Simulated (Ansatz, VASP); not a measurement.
**Al6O: VASP beside Ansatz**

```xyz
7
Lattice="-3.3637 3.3637 2.7177 3.3637 -3.3637 2.7177 3.3637 3.3637 -2.7177" Properties=species:S:1:pos:R:3 pbc="T T T"
Al    1.3996   -1.3996    2.7177
Al   -1.3996    1.3996    2.7177
Al    1.9641    1.9641    0.0000
Al    1.3996    1.3996    2.7177
Al    0.0000    3.3637    1.3589
Al    3.3637    0.0000    1.3589
O     0.0000    0.0000    2.7177
```

Alike in both runs: functional PBE; k mesh 8 × 8 × 8; occupations gaussian, width 0.1 eV; no spin polarisation.

Ansatz relaxed the structure, and its values are those at the end. VASP's run is a single point on that final structure, the one shown.

|  | VASP | Ansatz |
| --- | --- | --- |
| version | VASP 6.6.1 | Ansatz 0.2.0 |
| potentials or method | VASP PAW PBE potentials, release 64 (Al, O), cutoff 520 eV | scalar-relativistic, plane waves, PAW |
| valence electrons in the cell | 24 | 24 |

```tsv
	VASP	Ansatz	Ansatz less VASP
gap on the k mesh at the Fermi level (eV)	none	none	-
pressure (GPa)	-0.1	0.0	+0.06
```

A gap of «none» marks a metal or a gap that the smearing closes.
